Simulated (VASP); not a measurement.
## PC6: single point with PBE

The system is PC6.

```
P C
1.0
    -2.51650    2.51650    2.64935
     2.51650   -2.51650    2.64935
     2.51650    2.51650   -2.64935
P C
1 6
Direct
  0.00000 0.00000 0.00000
  0.00000 0.62378 0.62378
  0.00000 0.37622 0.37622
  0.61977 0.61977 0.00000
  0.38023 0.38023 0.00000
  0.62378 0.00000 0.62378
  0.37622 0.00000 0.37622
```

```yaml
Program: VASP 6.6.1
Task: single point
Functional: PBE
Potentials_or_basis: VASP PAW PBE potentials, release 64 (P, C)
Cutoff: 520 eV
k_mesh: 6 × 6 × 6
Occupations: gaussian, width 0.1 eV
Spin: collinear spin, ferromagnetic start
Starting_moments: "[0.0, 1.0, 1.0, 1.0, 1.0, 1.0, 1.0] μB"
Dipole_correction: no
Further_INCAR_settings: ALGO = Normal; EDIFF = 1e-06; NBANDS = 28
```

The pressure is 0.1 GPa and the largest force is 0.117 eV/Å. The net moment is 0.00 μB per cell and the valence electrons inside the program's atomic spheres are P 2.16; C 2.56, 2.48.

Forces in eV/Å, atoms in the order of the input:
```
P    0.000  0.000  0.000
C    0.117  0.000  0.000
C   -0.117  0.000  0.000
C    0.000  0.000  0.103
C    0.000  0.000 -0.103
C    0.000  0.117  0.000
C    0.000 -0.117  0.000
```

Levels at points of the mesh, in eV from the Fermi level:
Spin up:
```csv
k point,band 11,band 12,band 13,band 14,band 15,band 16,band 17,band 18
"(0.00, 0.00, 0.00)",-2.60,-2.57,-0.69,-0.28,-0.24,-0.24,0.21,0.21
"(0.50, 0.00, 0.00)",-3.67,-2.58,-1.94,-1.79,0.14,3.24,3.50,3.68
"(0.50, 0.50, 0.00)",-3.39,-2.69,-2.20,-1.76,-0.39,2.88,3.16,3.68
"(0.50, 0.50, 0.50)",-2.86,-2.79,0.13,0.65,0.65,1.38,1.89,1.89
```
Spin down:
| k point | band 10 | band 11 | band 12 | band 13 | band 14 | band 15 | band 16 | band 17 | band 18 | band 19 |
| --- | --- | --- | --- | --- | --- | --- | --- | --- | --- | --- |
| (0.00, 0.00, 0.00) | -4.47 | -2.60 | -2.57 | -0.69 | -0.28 | -0.24 | -0.24 | 0.21 | 0.21 | 3.42 |
| (0.50, 0.00, 0.00) | -3.90 | -3.67 | -2.58 | -1.94 | -1.79 | 0.14 | 3.24 | 3.50 | 3.68 | 3.79 |
| (0.50, 0.50, 0.00) | -3.96 | -3.39 | -2.69 | -2.20 | -1.76 | -0.39 | 2.88 | 3.16 | 3.68 | 3.92 |
| (0.50, 0.50, 0.50) | -3.38 | -2.86 | -2.79 | 0.13 | 0.65 | 0.65 | 1.38 | 1.89 | 1.89 | 5.40 |

It took 2.1 min on 1 thread of Intel(R) Xeon(R) Platinum 8259CL CPU @ 2.50GHz (Skylake/Cascade Lake) (shared host), peak memory 0.27 GiB.
